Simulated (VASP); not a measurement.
# MoS2 in VASP: relaxation of cell and atoms with PBE

Aim: the relaxation of cell and atoms of MoS2 with PBE.

Program: VASP 6.6.1. These are calculated values, not measurements. Logs are shortened: lines on timing, memory, paths and dates and some standing lists are left out, and cuts for length are marked.

## 1. The cell of the first run

The cell holds a slab with vacuum, 3 atoms: a = 3.184 Å, b = 3.184 Å, c = 18.949 Å, α = 90.00°, β = 90.00°, γ = 120.00°.

## 2. Relaxation of cell and atoms, PBE

The input, INCAR:

```
SYSTEM = MoS2
PREC = Accurate ; ENCUT = 600
EDIFF = 1E-6 ; ISMEAR = 0
SIGMA = 0.02 ; LREAL = .FALSE.
LASPH = .TRUE. ; NELM = 100
ALGO = Normal ; ISIF = 3
LWAVE = .FALSE. ; LCHARG = .FALSE.
GGA = PE ; IBRION = 2
NSW = 100 ; EDIFFG = -0.01
```

The input, KPOINTS:

```
regular mesh
0
G
  12 12 2
  0 0 0
```

The input, POSCAR:

```
MoS2
1.0
    3.1841754076      0.0000000000      0.0000000000
   -1.5920877038      2.7575767931      0.0000000000
    0.0000000000      0.0000000000     18.9492701106
Mo S
1 2
Direct
    0.6666666667      0.3333333333      0.0000000000
    0.0000000000      0.0000000000      0.9175614736
    0.0000000000      0.0000000000      0.0824385264
```

Potentials or basis: VASP PAW PBE potentials, release 64 (Mo_sv, S).

Run with:

```console
$ cat potpaw_PBE.64/Mo_sv/POTCAR potpaw_PBE.64/S/POTCAR > POTCAR
$ mpirun -np 1 vasp_std > vasp.out
```

OUTCAR:

```text
SYSTEM = MoS2
   PREC = Accurate
   ENCUT = 600
   EDIFF = 1E-6
   ISMEAR = 0
   LREAL = .FALSE.
   LASPH = .TRUE.
   NELM = 100
   ISIF = 3
   GGA = PE
   IBRION = 2
   NSW = 100
   EDIFFG = -0.01

 ion  position               nearest neighbor table
   1  0.667  0.333  0.000-   2 2.41   3 2.41   2 2.41   3 2.41   2 2.41   3 2.41
   2  0.000  0.000  0.918-   1 2.41   1 2.41   1 2.41
   3  0.000  0.000  0.082-   1 2.41   1 2.41   1 2.41

  LATTYP: Found a hexagonal cell.
 ALAT       =     3.1841754076
 C/A-ratio  =     5.9510760825

  Lattice vectors:

 A1 = (   3.1841754076,   0.0000000000,   0.0000000000)
 A2 = (  -1.5920877038,   2.7575767931,   0.0000000000)
 A3 = (   0.0000000000,   0.0000000000,  18.9492701106)

Analysis of symmetry for initial positions (statically):
=====================================================================
 Subroutine PRICEL returns:
 Original cell was already a primitive cell.

 Routine SETGRP: Setting up the symmetry group for a
 hexagonal supercell.

 Subroutine GETGRP returns: Found 12 space group operations
 (whereof 12 operations were pure point group operations)
 out of a pool of 24 trial point group operations.

The static configuration has the point symmetry D_3h.

Analysis of symmetry for dynamics (positions and initial velocities):
=====================================================================
 Subroutine PRICEL returns:
 Original cell was already a primitive cell.

 Routine SETGRP: Setting up the symmetry group for a
 hexagonal supercell.

 Subroutine GETGRP returns: Found 12 space group operations
 (whereof 12 operations were pure point group operations)
 out of a pool of 24 trial point group operations.

The dynamic configuration has the point symmetry D_3h.

 Subroutine INISYM returns: Found 12 space group operations
 (whereof 12 operations are pure point group operations),
 and found     1 'primitive' translations

----------------------------------------------------------------------------------------

                                     Primitive cell

  volume of cell :     166.3861

  direct lattice vectors                    reciprocal lattice vectors
     3.184175408  0.000000000  0.000000000     0.314053050  0.181318613  0.000000000
    -1.592087704  2.757576793  0.000000000     0.000000000  0.362637226  0.000000000
     0.000000000  0.000000000 18.949270111     0.000000000  0.000000000  0.052772481

[... 86 lines left out ...]
   LREAL  =      F    real-space projection
   EDIFFG = -.1E-01   stopping-criterion for IOM
   NSW    =    100    number of steps for IOM
   IBRION =      2    ionic relax: 0-MD 1-quasi-New 2-CG
   NFREE  =      1    steps in history (QN), initial steepest desc. (CG)
   ISIF   =      3    stress and relaxation
   ISYM   =      2    0-nonsym 1-usesym 2-fastsym
   POTIM  = 0.5000    time-step for ionic-motion
   TEBEG  =    0.0;   TEEND  =   0.0 temperature during run
   PSTRESS=    0.0 pullay stress
   NELECT =      26.0000    total number of electrons
   NUPDOWN=      -1.0000    fix difference up-down
   EMIN   =  10.00;   EMAX   =-10.00  energy-range for DOS
   EFERMI =   0.00;   METHOD = LEGACY
   ISMEAR =     0;   SIGMA  =   0.02  broadening in eV -4-tet -1-fermi 0-gaus
   EFERMI_NEDOS =   21; number of points for ismear=-14 and -15
   IALGO  =     38    algorithm
   IMIX   =      4    mixing-type and parameters
     AMIX     =   0.40;   BMIX     =  1.00
     AMIX_MAG =   1.60;   BMIX_MAG =  1.00
  volume/ion in A,a.u.               =      55.46       374.28
  Fermi-wavevector in a.u.,A,eV,Ry     =   0.881780  1.666323 10.579019  0.777536
  Thomas-Fermi vector in A             =   2.002322
   LORBIT       =      0    0 simple, 1 ext, 2 COOP (PROOUT), +10 PAW based schemes
   GGA     = PE    functional components
   LHFCALC =     F    Hartree Fock is set to
   AEXX    =    0.0000 exact exchange contribution
   IVDW    =     0    specifies the selected vdW correction
   LEPSILON=     F    determine dielectric tensor
   LRPA    =     F    only Hartree local field effects (RPA)
 conjugate gradient relaxation of ions
 non-spin polarized calculation
 Gauss-broadening in eV      SIGMA  =   0.02
  energy-cutoff  :      600.00
  volume of cell :      166.39
 maximum number of plane-waves:      5594
 NGX is ok and might be reduce to    28
   NGX = 13   NGY = 13   NGZ = 75

 number of electron      26.0000003 magnetization

 Free energy of the ion-electron system (eV)
  ---------------------------------------------------
  ext. energy  EPLUGINS =         0.00000000
  ---------------------------------------------------
  free energy    TOTEN  =       -21.85351203 eV

  energy without entropy =      -21.85351203  energy(sigma->0) =      -21.85351203

 E-fermi :  -1.7308     XC(G=0):  -4.0299

 val. band max:       -1.8142694738   @ k =   0.0000   0.0000   0.5000
 cond. band min:      -0.1471354758   @ k =   0.3333   0.3333   0.0000
 fundamental gap:      1.6671339980
 Fermi energy:        -1.7307985861

 k-point     1 :       0.0000    0.0000    0.0000
  band No.  band energies     occupation
      1     -62.6809      2.00000
      2     -36.8197      2.00000
      3     -36.6172      2.00000
      4     -36.6172      2.00000
      5     -15.8800      2.00000
      6     -14.5807      2.00000
[... 457 lines left out ...]
      4     -36.6814      2.00000
      5     -14.5770      2.00000
      6     -14.0516      2.00000
[... 9 lines left out ...]
     16       1.5866      0.00000
     17       2.2720      0.00000

 [... further k-points ...]

------------------------ aborting loop because EDIFF is reached ----------------------------------------

  FORCE on cell =-STRESS in cart. coord.  units (eV):
  Direction    XX          YY          ZZ          XY          YZ          ZX
  --------------------------------------------------------------------------------------
  -------------------------------------------------------------------------------------
  Total       -0.0084185     -0.0084185     -0.0184270      0.0000000      0.0000000      0.0000000
  in kB       -0.0810637     -0.0810637     -0.1774386      0.0000000      0.0000000      0.0000000
  external PRESSURE =      -0.1131887 kB  Pullay stress =       0.0000000 kB

 VOLUME and BASIS-vectors are now :
 -----------------------------------------------------------------------------
  energy-cutoff  :      600.00
  volume of cell :      166.39
      direct lattice vectors                 reciprocal lattice vectors
     3.184175408  0.000000000  0.000000000     0.314053050  0.181318613  0.000000000
    -1.592087704  2.757576793  0.000000000     0.000000000  0.362637226  0.000000000
     0.000000000  0.000000000 18.949270111     0.000000000  0.000000000  0.052772481

 POSITION                                       TOTAL-FORCE (eV/Angst)
 -----------------------------------------------------------------------------------
      1.59209      0.91919      0.00000         0.000000     -0.000000      0.000000
      0.00000      0.00000     17.38712        -0.000000     -0.000000     -0.000773
      0.00000      0.00000      1.56215        -0.000000      0.000000      0.000773
 -----------------------------------------------------------------------------------
    total drift:                               -0.000000      0.000000      0.000000

  FREE ENERGIE OF THE ION-ELECTRON SYSTEM (eV)
  ---------------------------------------------------
  free  energy   TOTEN  =       -21.8535120349 eV

  energy  without entropy=      -21.8535120349  energy(sigma->0) =      -21.85351203

 reached required accuracy - stopping structural energy minimisation
```

CONTCAR:

```text
MoS2
   1.00000000000000
     3.1841754076000002    0.0000000000000000    0.0000000000000000
    -1.5920877038000001    2.7575767931000001    0.0000000000000000
     0.0000000000000000    0.0000000000000000   18.9492701106000005
  Mo              S
     1     2
Direct
     0.6666666667000030    0.3333333332999970    0.0000000000000000
     0.0000000000000000    0.0000000000000000    0.9175614736000028
     0.0000000000000000    0.0000000000000000    0.0824385263999972

  0.00000000E+00  0.00000000E+00  0.00000000E+00
  0.00000000E+00  0.00000000E+00  0.00000000E+00
  0.00000000E+00  0.00000000E+00  0.00000000E+00
```

Run time: 2.5 min. Hardware: 1 thread of Intel Xeon Platinum 8559C (Emerald Rapids), shared host; peak memory 0.4 GiB.

What came out:

```yaml
Free_energy: -21.8535 eV
Band_gap_on_the_k_mesh: 1.67 eV (least direct gap 1.68 eV)
```

Final structure:
```
Mo S
1.0
     3.18418    0.00000    0.00000
    -1.59209    2.75758    0.00000
     0.00000    0.00000   18.94927
Mo S
1 2
Direct
  0.66667 0.33333 0.00000
  0.00000 0.00000 0.91756
  0.00000 0.00000 0.08244
```

Levels at points of the mesh, in eV from the valence-band top:
```tsv
k point	band 10	band 11	band 12	band 13	band 14	band 15	band 16	band 17
(0.00, 0.00, 0.00)	-1.77	-1.50	-1.50	0.00	2.76	2.76	3.01	3.01
(0.50, 0.00, 0.00)	-3.15	-1.87	-0.98	-0.63	2.24	2.75	3.88	4.31
(0.00, 0.00, 0.50)	-1.77	-1.50	-1.50	0.00	2.76	2.76	3.01	3.01
(0.50, 0.00, 0.50)	-3.15	-1.87	-0.98	-0.63	2.24	2.75	3.88	4.31
```

Caveat: the relaxation stopped at its first step, so nothing moved.
